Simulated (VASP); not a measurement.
# B5Pt (P6/mmm) in VASP: notebook

B5Pt is run at these levels: PBE; tasks: relaxation of cell and atoms, single point.

Everything below comes from runs of VASP 6.6.1. Logs are shortened: lines on timing, memory, paths and dates and some standing lists are left out, and cuts for length are marked.

**1. The cell of the first run**

It takes space group P6/mmm (No. 191, hexagonal). Conventional cell: a = 5.665 Å, b = 5.665 Å, c = 2.373 Å, α = 90.00°, β = 90.00°, γ = 120.00°. Within 2.2 Å of B (site symmetry -6m2) lie 3 B at 1.64 Å. Within 2.2 Å of B (site symmetry mmm) lie 2 B at 1.64 Å. Pt (site symmetry 6/mmm) has 2 Pt at 2.37 Å and 12 B at 3.07 Å within 3.1 Å.

**2. Relaxation of cell and atoms, PBE**

INCAR

```
SYSTEM = B5Pt
PREC     = Accurate       ! precision mode
ENCUT    = 600            ! plane-wave cutoff, eV
EDIFF    = 1E-6           ! SCF threshold, eV
ISMEAR   = 0              ! smearing method
SIGMA    = 0.1            ! smearing width, eV
LREAL    = .FALSE.        ! projectors in reciprocal space
LASPH    = .TRUE.         ! aspherical terms in the spheres
NELM     = 60             ! most SCF steps
ALGO     = Normal         ! electronic algorithm
ISIF     = 3              ! what is computed and relaxed
LWAVE    = .FALSE.        ! write WAVECAR
LCHARG   = .FALSE.        ! write CHGCAR
GGA      = PE             ! functional
IBRION   = 2              ! ionic algorithm
NSW      = 90             ! ionic steps
EDIFFG   = -0.04          ! ionic threshold
```

KPOINTS

```
regular mesh
0
G
  6 6 8
  0 0 0
```

POSCAR

```
B5Pt
1.0
    5.6649731394      0.0000000000      0.0000000000
   -2.8324865697      4.9060106505      0.0000000000
    0.0000000000      0.0000000000      2.3733545749
B Pt
5 1
Direct
    0.3333333333      0.6666666667      0.5000000000
    0.6666666667      0.3333333333      0.5000000000
    0.5000000000      0.0000000000      0.5000000000
    0.0000000000      0.5000000000      0.5000000000
    0.5000000000      0.5000000000      0.5000000000
    0.0000000000      0.0000000000      0.0000000000
```

Potentials or basis: VASP PAW PBE potentials, release 64 (B, Pt).

Started as:

```bash
$ cat potpaw_PBE.64/B/POTCAR potpaw_PBE.64/Pt/POTCAR > POTCAR
$ mpirun -np 1 vasp_std > vasp.out
```

OUTCAR:

```text
SYSTEM = B5Pt
   PREC = Accurate
   ENCUT = 600
   EDIFF = 1E-6
   ISMEAR = 0
   LREAL = .FALSE.
   LASPH = .TRUE.
   NELM = 60
   ISIF = 3
   GGA = PE
   IBRION = 2
   NSW = 90
   EDIFFG = -0.04

 ion  position               nearest neighbor table
   1  0.333  0.667  0.500-   4 1.64   3 1.64   5 1.64
   2  0.667  0.333  0.500-   4 1.64   3 1.64   5 1.64
   3  0.500  0.000  0.500-   1 1.64   2 1.64
   4  0.000  0.500  0.500-   1 1.64   2 1.64
   5  0.500  0.500  0.500-   1 1.64   2 1.64
   6  0.000  0.000  0.000-

  LATTYP: Found a hexagonal cell.
 ALAT       =     5.6649731394
 C/A-ratio  =     0.4189524851

  Lattice vectors:

 A1 = (   5.6649731394,   0.0000000000,   0.0000000000)
 A2 = (  -2.8324865697,   4.9060106505,   0.0000000000)
 A3 = (   0.0000000000,   0.0000000000,   2.3733545749)

Analysis of symmetry for initial positions (statically):
=====================================================================
 Subroutine PRICEL returns:
 Original cell was already a primitive cell.

 Routine SETGRP: Setting up the symmetry group for a
 hexagonal supercell.

 Subroutine GETGRP returns: Found 24 space group operations
 (whereof 24 operations were pure point group operations)
 out of a pool of 24 trial point group operations.

The static configuration has the point symmetry D_6h.

Analysis of symmetry for dynamics (positions and initial velocities):
=====================================================================
 Subroutine PRICEL returns:
 Original cell was already a primitive cell.

 Routine SETGRP: Setting up the symmetry group for a
 hexagonal supercell.

 Subroutine GETGRP returns: Found 24 space group operations
 (whereof 24 operations were pure point group operations)
 out of a pool of 24 trial point group operations.

The dynamic configuration has the point symmetry D_6h.

 Subroutine INISYM returns: Found 24 space group operations
 (whereof 24 operations are pure point group operations),
 and found     1 'primitive' translations

----------------------------------------------------------------------------------------

[... 100 lines left out ...]
   EDIFF  = 0.1E-05   stopping-criterion for ELM
   LREAL  =      F    real-space projection
   EDIFFG = -.4E-01   stopping-criterion for IOM
   NSW    =     90    number of steps for IOM
   IBRION =      2    ionic relax: 0-MD 1-quasi-New 2-CG
   NFREE  =      1    steps in history (QN), initial steepest desc. (CG)
   ISIF   =      3    stress and relaxation
   ISYM   =      2    0-nonsym 1-usesym 2-fastsym
   POTIM  = 0.5000    time-step for ionic-motion
   TEBEG  =    0.0;   TEEND  =   0.0 temperature during run
   PSTRESS=    0.0 pullay stress
   NELECT =      25.0000    total number of electrons
   NUPDOWN=      -1.0000    fix difference up-down
   EMIN   =  10.00;   EMAX   =-10.00  energy-range for DOS
   EFERMI =   0.00;   METHOD = LEGACY
   ISMEAR =     0;   SIGMA  =   0.10  broadening in eV -4-tet -1-fermi 0-gaus
   EFERMI_NEDOS =   21; number of points for ismear=-14 and -15
   IALGO  =     38    algorithm
   IMIX   =      4    mixing-type and parameters
     AMIX     =   0.40;   BMIX     =  1.00
     AMIX_MAG =   1.60;   BMIX_MAG =  1.00
  volume/ion in A,a.u.               =      10.99        74.19
  Fermi-wavevector in a.u.,A,eV,Ry     =   1.184746  2.238845 19.097445  1.403623
  Thomas-Fermi vector in A             =   2.320954
   LORBIT       =      0    0 simple, 1 ext, 2 COOP (PROOUT), +10 PAW based schemes
   GGA     = PE    functional components
   LHFCALC =     F    Hartree Fock is set to
   AEXX    =    0.0000 exact exchange contribution
   IVDW    =     0    specifies the selected vdW correction
   LEPSILON=     F    determine dielectric tensor
   LRPA    =     F    only Hartree local field effects (RPA)
 conjugate gradient relaxation of ions
 non-spin polarized calculation
 Gauss-broadening in eV      SIGMA  =   0.10
  energy-cutoff  :      600.00
  volume of cell :       65.96
 maximum number of plane-waves:      2230
 NGX is ok and might be reduce to    48
   NGX = 23   NGY = 23   NGZ =  9

--------------------------------------- Ionic step        1  -------------------------------------------

 number of electron      25.0000001 magnetization

 Free energy of the ion-electron system (eV)
  ---------------------------------------------------
  ext. energy  EPLUGINS =         0.00000000
  ---------------------------------------------------
  free energy    TOTEN  =       -33.32258197 eV

  energy without entropy =      -33.30778392  energy(sigma->0) =      -33.31518294

------------------------ aborting loop because EDIFF is reached ----------------------------------------

  FORCE on cell =-STRESS in cart. coord.  units (eV):
  Direction    XX          YY          ZZ          XY          YZ          ZX
  --------------------------------------------------------------------------------------
  -------------------------------------------------------------------------------------
  Total       -0.2331594     -0.2331594      0.7323012      0.0000000      0.0000000      0.0000000
  in kB       -5.6633648     -5.6633648     17.7873541      0.0000000      0.0000000      0.0000000
  external PRESSURE =       2.1535415 kB  Pullay stress =       0.0000000 kB
[... 67 lines left out ...]
--------------------------------------- Ionic step        3  -------------------------------------------

 number of electron      25.0000001 magnetization

 Free energy of the ion-electron system (eV)
  ---------------------------------------------------
  ext. energy  EPLUGINS =         0.00000000
  ---------------------------------------------------
  free energy    TOTEN  =       -33.32856142 eV

  energy without entropy =      -33.31421535  energy(sigma->0) =      -33.32138838

 E-fermi :   4.9774     XC(G=0): -11.0154

 val. band max:        4.9682241851   @ k =   0.3333   0.1667   0.3750
 cond. band min:       5.0537236209   @ k =   0.5000   0.0000   0.0000
 fundamental gap:      0.0854994358
 Fermi energy:         4.9774260982

 k-point     1 :       0.0000    0.0000    0.0000
  band No.  band energies     occupation
      1      -7.4417      2.00000
      2      -4.3082      2.00000
      3      -3.1012      2.00000
      4      -3.1012      2.00000
      5      -2.0593      2.00000
      6      -0.1637      2.00000
[... 433 lines left out ...]
      3      -0.8851      2.00000
      4       0.0184      2.00000
      5       0.9471      2.00000
      6       0.9748      2.00000
[... 8 lines left out ...]
     15       5.7345      0.00000
     16       7.4103      0.00000

 [... further k-points ...]
[... 5 lines left out ...]
  --------------------------------------------------------------------------------------
  -------------------------------------------------------------------------------------
  Total        0.1422834      0.1422834      0.1434754      0.0000000      0.0000000      0.0000000
  in kB        3.4428255      3.4428255      3.4716701      0.0000000      0.0000000      0.0000000
  external PRESSURE =       3.4524404 kB  Pullay stress =       0.0000000 kB
[... 21 lines left out ...]
  FREE ENERGIE OF THE ION-ELECTRON SYSTEM (eV)
  ---------------------------------------------------
  free  energy   TOTEN  =       -33.3285614158 eV

  energy  without entropy=      -33.3142153462  energy(sigma->0) =      -33.32138838

 reached required accuracy - stopping structural energy minimisation
```

CONTCAR:

```text
B5Pt
   1.00000000000000
     5.6456429824423839    0.0000000000000000    0.0000000000000000
    -2.8228214912211920    4.8892702435153277    0.0000000000000000
     0.0000000000000000    0.0000000000000000    2.3987898809480384
  B               Pt
     5     1
Direct
     0.3333333332999970    0.6666666667000030    0.5000000000000000
     0.6666666667000030    0.3333333332999970    0.5000000000000000
     0.5000000000000000    0.0000000000000000    0.5000000000000000
     0.0000000000000000    0.5000000000000000    0.5000000000000000
     0.5000000000000000    0.5000000000000000    0.5000000000000000
     0.0000000000000000    0.0000000000000000    1.0000000000000000

  0.00000000E+00  0.00000000E+00  0.00000000E+00
  0.00000000E+00  0.00000000E+00  0.00000000E+00
  0.00000000E+00  0.00000000E+00  0.00000000E+00
  0.00000000E+00  0.00000000E+00  0.00000000E+00
  0.00000000E+00  0.00000000E+00  0.00000000E+00
  0.00000000E+00  0.00000000E+00  0.00000000E+00
```

Run time: 92 s. Hardware: 1 thread of Intel Xeon 6975P-C, shared host; peak memory 0.23 GiB.

Results:

* Free energy: -33.3286 eV
* Relaxed volume: 11.04 Å³/atom
* Relaxed cell: a = 5.646 Å, b = 5.646 Å, c = 2.399 Å, α = 90.00°, β = 90.00°, γ = 120.00°
* Space group after relaxing (to 0.05 Å): P6/mmm (No. 191)
* Energy gained by relaxing: 1.0 meV/atom
* Ionic steps: 3
* Pressure after relaxing: 0.3 GPa

Step by step:
| step | energy change (eV) | largest force (eV/Å) | pressure (GPa) | volume (Å³) |
| --- | --- | --- | --- | --- |
| 1 | 0.0000 | 0.0000 | 0.22 | 65.96 |
| 2 | -0.0045 | 0.0000 | 0.31 | 66.10 |
| 3 | -0.0060 | 0.0000 | 0.35 | 66.21 |

Final structure:
```xyz
6
Lattice="5.6456 0.0000 0.0000 -2.8228 4.8893 0.0000 0.0000 0.0000 2.3988" Properties=species:S:1:pos:R:3 pbc="T T T"
B     0.0000    3.2595    1.1994
B     2.8228    1.6298    1.1994
B     2.8228    0.0000    1.1994
B    -1.4114    2.4446    1.1994
B     1.4114    2.4446    1.1994
Pt    0.0000    0.0000    2.3988
```

Levels at points of the mesh, in eV from the Fermi level:
```
           k point  band 11  band 12  band 13  band 14  band 15  band 16
(0.00, 0.00, 0.00)     0.09     0.09     0.16     0.16     3.30     4.83
(0.50, 0.00, 0.00)    -0.63     0.08     0.09     3.18     3.35     3.83
(0.00, 0.00, 0.50)    -1.96    -1.71    -0.21    -0.21    -0.10     4.00
(0.50, 0.00, 0.50)    -1.60    -1.51    -1.39    -0.65     1.82     2.39
```

Caveat: spin-orbit coupling is left out, which moves the levels of the heavy elements.

**3. Single point, PBE**

This run uses another cell than the first one, of 11.12 Å³/atom, 1.012 times its volume.

INCAR

```
PREC = Accurate ; ENCUT = 520
EDIFF = 1E-6 ; ISMEAR = 0
SIGMA = 0.1 ; LREAL = F
LASPH = T ; NELM = 100
ALGO = Normal ; ISIF = 2
LWAVE = F ; LCHARG = F
GGA = PE ; NBANDS = 22
```

KPOINTS

```
Automatic mesh
0
Gamma
  12 12 16
```

POSCAR, as its differences from that of step 2:

```diff
@@ -2,5 +2,5 @@
 1.0
-    5.6649731394      0.0000000000      0.0000000000
-   -2.8324865697      4.9060106505      0.0000000000
-    0.0000000000      0.0000000000      2.3733545749
+    5.6437320189      0.0000000000      0.0000000000
+   -2.8218660095      4.8876153005      0.0000000000
+    0.0000000000      0.0000000000      2.4198359880
 B Pt
```

Potentials or basis: VASP PAW PBE potentials, release 64 (B, Pt).

Started as:

```bash
$ cat potpaw_PBE.64/B/POTCAR potpaw_PBE.64/Pt/POTCAR > POTCAR
$ mpirun -np 1 vasp_std > vasp.out
```

Wall time 3.1 min (1 thread of Intel Xeon 6975P-C, shared host); peak memory 0.34 GiB.

Results (log left out):

```
Free energy : -33.3611 eV
Pressure    : -0.2 GPa
```

Stress tensor (GPa, compression positive):
```
-0.14  0.00  0.00
 0.00 -0.14  0.00
 0.00  0.00 -0.24
```

Levels at points of the mesh, in eV from the Fermi level:
| k point | band 10 | band 11 | band 12 | band 13 | band 14 | band 15 |
| --- | --- | --- | --- | --- | --- | --- |
| (0.00, 0.00, 0.00) | -1.65 | 0.30 | 0.30 | 0.39 | 0.39 | 3.54 |
| (0.50, 0.00, 0.00) | -1.55 | -0.39 | 0.29 | 0.30 | 3.41 | 3.58 |
| (0.00, 0.00, 0.50) | -1.78 | -1.78 | -1.47 | 0.03 | 0.03 | 0.11 |
| (0.50, 0.00, 0.50) | -1.71 | -1.37 | -1.29 | -1.18 | -0.43 | 1.97 |

Caveat: spin-orbit coupling is left out, which moves the levels of the heavy elements.

**4. Relaxation of cell and atoms, PBE**

This run uses another cell than the first one, of 11.08 Å³/atom, 1.008 times its volume.

INCAR

```
  ALGO = Normal
  EDIFF = 1E-7
  EDIFFG = -0.01
  ENCUT = 600
  GGA = PE
  IBRION = 2
  ISIF = 3
  ISMEAR = 0
  LASPH = T
  LCHARG = F
  LREAL = F
  LWAVE = F
  NELM = 60
  NSW = 100
  PREC = Accurate
  SIGMA = 0.1
```

KPOINTS

```
k-points
0
Gamma
  12 12 16
```

POSCAR, as its differences from that of step 3:

```diff
@@ -2,5 +2,5 @@
 1.0
-    5.6437320189      0.0000000000      0.0000000000
-   -2.8218660095      4.8876153005      0.0000000000
-    0.0000000000      0.0000000000      2.4198359880
+    5.6503097344      0.0000000000      0.0000000000
+   -2.8251548672      4.8933117692      0.0000000000
+    0.0000000000      0.0000000000      2.4050180087
 B Pt
```

Potentials or basis: VASP PAW PBE potentials, release 64 (B, Pt).

Started as:

```bash
$ cat potpaw_PBE.64/B/POTCAR potpaw_PBE.64/Pt/POTCAR > POTCAR
$ mpirun -np 1 vasp_std > vasp.out
```

OUTCAR:

```text
EDIFF = 1E-7
   EDIFFG = -0.01
   ENCUT = 600
   GGA = PE
   IBRION = 2
   ISIF = 3
   ISMEAR = 0
   LASPH = T
   LREAL = F
   NELM = 60
   NSW = 100
   PREC = Accurate

 ion  position               nearest neighbor table
   1  0.333  0.667  0.500-   3 1.63   4 1.63   5 1.63
   2  0.667  0.333  0.500-   3 1.63   4 1.63   5 1.63
   3  0.500  0.000  0.500-   1 1.63   2 1.63
   4  0.000  0.500  0.500-   1 1.63   2 1.63
   5  0.500  0.500  0.500-   1 1.63   2 1.63
   6  0.000  0.000  0.000-

  LATTYP: Found a hexagonal cell.
 ALAT       =     5.6503097344
 C/A-ratio  =     0.4256435703

  Lattice vectors:

 A1 = (   5.6503097344,   0.0000000000,   0.0000000000)
 A2 = (  -2.8251548672,   4.8933117692,   0.0000000000)
 A3 = (   0.0000000000,   0.0000000000,   2.4050180087)

Analysis of symmetry for initial positions (statically):
[... 308 lines left out ...]
  ---------------------------------------------------
  free energy    TOTEN  =       -33.36435691 eV

  energy without entropy =      -33.35122905  energy(sigma->0) =      -33.35779298

 E-fermi :   4.7112     XC(G=0): -10.9809

 val. band max:        4.7038566284   @ k =   0.0000   0.0000   0.4375
 cond. band min:       4.7184137115   @ k =   0.2500   0.0000   0.3125
 fundamental gap:      0.0145570831
 Fermi energy:         4.7112228533

 k-point     1 :       0.0000    0.0000    0.0000
  band No.  band energies     occupation
      1      -7.4682      2.00000
      2      -4.3396      2.00000
      3      -3.1281      2.00000
      4      -3.1281      2.00000
      5      -1.8616      2.00000
      6      -0.2013      2.00000
[... 433 lines left out ...]
      3      -3.1707      2.00000
      4      -2.3403      2.00000
      5      -1.4227      2.00000
      6      -0.1323      2.00000
[... 8 lines left out ...]
     15       8.1594      0.00000
     16       9.3779      0.00000

 [... further k-points ...]
[... 5 lines left out ...]
  --------------------------------------------------------------------------------------
  -------------------------------------------------------------------------------------
  Total       -0.0500889     -0.0500889     -0.0316912      0.0000000      0.0000000      0.0000000
  in kB       -1.2029650     -1.2029650     -0.7611146      0.0000000      0.0000000      0.0000000
  external PRESSURE =      -1.0556816 kB  Pullay stress =       0.0000000 kB
[... 21 lines left out ...]
  FREE ENERGIE OF THE ION-ELECTRON SYSTEM (eV)
  ---------------------------------------------------
  free  energy   TOTEN  =       -33.3643569052 eV

  energy  without entropy=      -33.3512290525  energy(sigma->0) =      -33.35779298

 reached required accuracy - stopping structural energy minimisation
```

CONTCAR:

```text
B5Pt
   1.00000000000000
     5.6445444181831608    0.0000000000000000   -0.0000000000000000
    -2.8222722090915804    4.8883188588954933   -0.0000000000000000
     0.0000000000000000    0.0000000000000000    2.4177451107317451
  B               Pt
     5     1
Direct
     0.3333333332999970    0.6666666667000030    0.5000000000000000
     0.6666666667000030    0.3333333332999970    0.5000000000000000
     0.5000000000000000    1.0000000000000000    0.5000000000000000
     0.0000000000000000    0.5000000000000000    0.5000000000000000
     0.5000000000000000    0.5000000000000000    0.5000000000000000
     0.0000000000000000    0.0000000000000000    1.0000000000000000

  0.00000000E+00  0.00000000E+00  0.00000000E+00
  0.00000000E+00  0.00000000E+00  0.00000000E+00
  0.00000000E+00  0.00000000E+00  0.00000000E+00
  0.00000000E+00  0.00000000E+00  0.00000000E+00
  0.00000000E+00  0.00000000E+00  0.00000000E+00
  0.00000000E+00  0.00000000E+00  0.00000000E+00
```

It took 8.2 min on 1 thread of Intel Xeon 6975P-C, shared host; peak memory 0.37 GiB.

Results:

- Free energy: -33.3644 eV
- Relaxed volume: 11.12 Å³/atom
- Relaxed cell: a = 5.645 Å, b = 5.645 Å, c = 2.418 Å, α = 90.00°, β = 90.00°, γ = 120.00°
- Space group after relaxing (to 0.05 Å): P6/mmm (No. 191)
- Energy gained by relaxing: 0.2 meV/atom
- Ionic steps: 4
- Pressure after relaxing: -0.1 GPa

The path:
| step | energy change (eV) | largest force (eV/Å) | pressure (GPa) | volume (Å³) |
| --- | --- | --- | --- | --- |
| 1 | 0.0000 | 0.0000 | 0.08 | 66.50 |
| 2 | -0.0008 | 0.0000 | 0.14 | 66.55 |
| 3 | -0.0010 | 0.0000 | 0.16 | 66.58 |
| 4 | -0.0010 | 0.0000 | -0.11 | 66.71 |

Final structure:
```yaml
crystal:
  lattice:
    - [5.64454, 0.00000, 0.00000]
    - [-2.82227, 4.88832, 0.00000]
    - [0.00000, 0.00000, 2.41775]
  atoms:
    - { symbol: B, position: [0.33333, 0.66667, 0.50000] }
    - { symbol: B, position: [0.66667, 0.33333, 0.50000] }
    - { symbol: B, position: [0.50000, 0.00000, 0.50000] }
    - { symbol: B, position: [0.00000, 0.50000, 0.50000] }
    - { symbol: B, position: [0.50000, 0.50000, 0.50000] }
    - { symbol: Pt, position: [0.00000, 0.00000, 0.00000] }
```

Caveat: spin-orbit coupling is left out, which moves the levels of the heavy elements.

**5. Summary**

| task | cell | k mesh | cutoff (eV) | gap on the mesh (eV) | pressure (GPa) | relaxed volume (Å³/atom) |
| --- | --- | --- | --- | --- | --- | --- |
| relaxation of cell and atoms | relaxed from a = 5.665, b = 5.665, c = 2.373 Å, angles 90.0, 90.0, 120.0°, 6 atoms | 6 × 6 × 8 | 600 | none | 0.3 | 11.04 |
| single point | a = 5.644, b = 5.644, c = 2.420 Å, angles 90.0, 90.0, 120.0°, 6 atoms | 12 × 12 × 16 | 520 | none | -0.2 | - |
| relaxation of cell and atoms | relaxed from a = 5.650, b = 5.650, c = 2.405 Å, angles 90.0, 90.0, 120.0°, 6 atoms | 12 × 12 × 16 | 600 | none | -0.1 | 11.12 |

Alike in all rows: level PBE; potentials or basis VASP PAW PBE potentials, release 64 (B, Pt); no spin polarisation; smearing gaussian 0.1 eV.

Caveats: spin-orbit coupling is left out, which moves the levels of the heavy elements.

Absolute energies hang on the potentials; compare differences alone.
